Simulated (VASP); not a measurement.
Set up this calculation in VASP 6.6.1, as the native input.

```
Task                   : single point
Functional             : PBEsol
Potentials or basis    : VASP PAW PBE potentials, release 64 (Sb)
Cutoff                 : 520 eV
k mesh                 : 7 × 7 × 7
Occupations            : fermi-dirac, width 0.05 eV
Spin                   : no spin polarisation
Dipole correction      : no
Further INCAR settings : ALGO = Normal; EDIFF = 1e-06; NBANDS = 18
```

The structure of Sb lies in POSCAR:

```
Sb
1.0
   -3.9965580513      3.9965580513      2.0305366903
    3.9965580513     -3.9965580513      2.0305366903
    3.9965580513      3.9965580513     -2.0305366903
Sb
4
Direct
    0.6511509871      0.1511509871      0.8023019743
    0.1511509871      0.3488490129      0.5000000000
    0.3488490129      0.8488490129      0.1976980257
    0.8488490129      0.6511509871      0.5000000000
```

One way to write it, as run:

INCAR

```
SYSTEM = Sb
PREC = Accurate
ENCUT = 520
EDIFF = 1E-6
ISMEAR = -1
SIGMA = 0.05
LREAL = .False.
LASPH = .True.
NELM = 60
ALGO = Normal
ISIF = 2
LWAVE = .False.
LCHARG = .False.
GGA = PS
NBANDS = 18
```

KPOINTS

```
regular mesh
0
Gamma
  7 7 7
  0 0 0
```

Potentials or basis: VASP PAW PBE potentials, release 64 (Sb).

The run is started by

```console
$ cat potpaw_PBE.64/Sb/POTCAR > POTCAR
$ mpirun -np 1 vasp_std > vasp.out
```

Results of the run:

* Pressure: -0.1 GPa
* Largest force: 0.025 eV/Å
* Band gap on the k mesh: zero (bands 10 and 11 overlap by 1.59 eV)

Caveat: the PAW data sets were made with another functional, which shifts forces and pressure a little; spin-orbit coupling is left out, which moves the levels of the heavy elements.

It took 3.2 min on 1 thread of Intel Xeon 8259CL (shared host), peak memory 0.33 GiB.
